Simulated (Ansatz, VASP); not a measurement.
Mn: VASP beside Ansatz

```
CELL_PARAMETERS angstrom
2.41459 0.00000 0.00000
-1.20730 2.09110 0.00000
0.00000 0.00000 7.81153
ATOMIC_POSITIONS crystal
Mn 0.00000 0.00000 0.00000
Mn 0.00000 0.00000 0.50000
Mn 0.33333 0.66667 0.25000
Mn 0.66667 0.33333 0.75000
```

Alike in both runs: task single point; functional BLYP; k mesh 16 × 16 × 5; occupations fermi-dirac, width 0.05 eV; collinear spin.

|  | VASP | Ansatz |
| --- | --- | --- |
| version | VASP 6.6.1 | Ansatz 0.2.0 |
| potentials or method | VASP PAW PBE potentials, release 64 (Mn_pv), cutoff 520 eV | plane waves (420 eV) with PAW, scalar-relativistic |
| valence electrons in the cell | 52 | 60 |

|  | VASP | Ansatz | Ansatz less VASP |
| --- | --- | --- | --- |
| net moment per atom (μB) | 0.00 | 0.00 | 0.000 |

VASP's potentials were made for PBE, not for BLYP. The functional is the same, so the differences come from potentials, cutoffs and numerics. VASP's potentials hold 52 valence electrons a cell and Ansatz's 60, so a difference there can come from the potentials and not from the codes. Ansatz's warnings: seeded moment not kept.
